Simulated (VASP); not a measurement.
A run of VASP 6.6.1:

The input INCAR:

```
SYSTEM = SiO2
  PREC = Accurate
  ENCUT = 600
  EDIFF = 1E-6
  ISMEAR = 0
  SIGMA = 0.05
  LREAL = .FALSE.
  LASPH = .TRUE.
  NELM = 120
  ALGO = Normal
  ISIF = 2
  LWAVE = .FALSE.
  LCHARG = .TRUE.
  GGA = CA
  LELF = .TRUE.
  LVHAR = .TRUE.
  NBANDS = 25
  GGA_COMPAT = .FALSE.
```

File KPOINTS:

```
Automatic mesh
0
G
  6 6 8
  0 0 0
```

Contents of POSCAR:

```
SiO2
1.0
    4.1547670904      0.0000000000      0.0000000000
    0.0000000000      4.1547670904      0.0000000000
    0.0000000000      0.0000000000      2.6615051503
Si O
2 4
Direct
    0.5000000000      0.5000000000      0.5000000000
    0.0000000000      0.0000000000      0.0000000000
    0.6944280345      0.6944280345      0.0000000000
    0.1944280345      0.8055719655      0.5000000000
    0.3055719655      0.3055719655      0.0000000000
    0.8055719655      0.1944280345      0.5000000000
```

Potentials or basis: VASP PAW LDA potentials, release 64 (Si, O).

The run is started by

```bash
$ cat potpaw_LDA.64/Si/POTCAR potpaw_LDA.64/O/POTCAR > POTCAR
$ mpirun -np 1 vasp_std > vasp.out
```

Hardware: 1 thread of Intel Xeon 8259CL (shared host).

**Question.** Estimate the wall time of this run.

**Answer.** Wall time 76 s on 1 thread of Intel Xeon 8259CL (shared host), peak memory 0.18 GiB. Counts: scf iterations 12, k points 50.
